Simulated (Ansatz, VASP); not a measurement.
# Two plane-wave programs on BAs

File POSCAR:

```
BAs
1.0
    0.0000000000      2.3912606643      2.3912606643
    2.3912606643      0.0000000000      2.3912606643
    2.3912606643      2.3912606643      0.0000000000
B As
1 1
Direct
    0.0000000000      0.0000000000      0.0000000000
    0.2500000000      0.2500000000      0.2500000000
```

Contents of INCAR.step1:

```
SYSTEM = BAs
PREC = Accurate
ENCUT = 520
ISMEAR = 0
SIGMA = 0.01
LREAL = .False.
LASPH = .True.
NELM = 80
NBANDS = 11
GGA = PE
ALGO = Normal
EDIFF = 1E-4
LWAVE = .True.
LCHARG = .False.
```

File INCAR.step2:

```
SYSTEM = BAs
PREC = Accurate
ENCUT = 520
EDIFF = 1E-6
ISMEAR = 0
SIGMA = 0.01
LREAL = .False.
LASPH = .True.
NELM = 80
ALGO = Normal
ISIF = 2
LWAVE = .False.
LCHARG = .True.
METAGGA = R2SCAN
LMIXTAU = .True.
LELF = .True.
LVHAR = .True.
NBANDS = 11
ISTART = 1
```

File KPOINTS:

```
Automatic mesh
0
Gamma
  8 8 8
  0 0 0
```

Input for Ansatz:

```yaml
crystal:
  lattice:
    - [0.0, 2.3912606643, 2.3912606643]
    - [2.3912606643, 0.0, 2.3912606643]
    - [2.3912606643, 2.3912606643, 0.0]
  atoms:
    - { symbol: B, position: [0.0, 0.0, 0.0] }
    - { symbol: As, position: [0.25, 0.25, 0.25] }
basis:
  ecutwfc: 500
kpoints:
  mp_grid: { grid: [8, 8, 8] }
  band_path:
    path:
      - [0.0, 0.0, 0.0]
      - [0.0, 0.0, 0.0]
      - [0.3966646074, 0.3966646074, 0.0]
      - [0.5, 0.5, 0.5]
      - [0.0045669715, 0.0045669715, 0.0]
      - [-0.0045669715, -0.0045669715, 0.0]
      - [0.0052734844, 0.0052734844, 0.0052734844]
      - [-0.0052734844, -0.0052734844, -0.0052734844]
      - [0.0045669715, 0.0045669715, 0.0]
      - [-0.0045669715, -0.0045669715, 0.0]
      - [0.4012315789, 0.4012315789, 0.0]
      - [0.3920976359, 0.3920976359, 0.0]
      - [0.3966646074, 0.4012315789, 0.0045669715]
      - [0.3966646074, 0.3920976359, -0.0045669715]
      - [0.5052734844, 0.5052734844, 0.5052734844]
      - [0.4947265156, 0.4947265156, 0.4947265156]
      - [0.4967706635, 0.5032293365, 0.5]
      - [0.5032293365, 0.4967706635, 0.5]
    npoints: 1
hamiltonian:
  xc: r2scan
  pseudopotentials: { kind: paw, azcp: { folder: soft_1 } }
scf:
  occupations: { method: fixed }
  n_extra_bands: 5
output:
  forces: true
  stress: true
  eigenvalues: true
```

Alike in both runs: task single point; functional r2SCAN; k mesh 8 × 8 × 8; no spin polarisation.

|  | VASP | Ansatz |
| --- | --- | --- |
| version | VASP 6.6.1 | Ansatz 0.2.0 |
| potentials or method | VASP PAW PBE potentials, release 64 (B, As), cutoff 520 eV | scalar-relativistic, plane waves, PAW |
| occupations | gaussian, width 0.01 eV | fixed |
| valence electrons in the cell | 8 | 18 |

|  | VASP | Ansatz | Ansatz less VASP |
| --- | --- | --- | --- |
| gap on the k mesh at the Fermi level (eV) | 1.38 | 1.38 | 0.000 |
| least direct gap on the mesh (eV) | 3.44 | 3.44 | -0.006 |
| pressure (GPa) | 0.4 | 0.0 | -0.36 |

VASP's potentials were made for PBE, not for r2SCAN. VASP's potentials hold 8 valence electrons a cell and Ansatz's 18, so a difference there can come from the potentials and not from the codes.
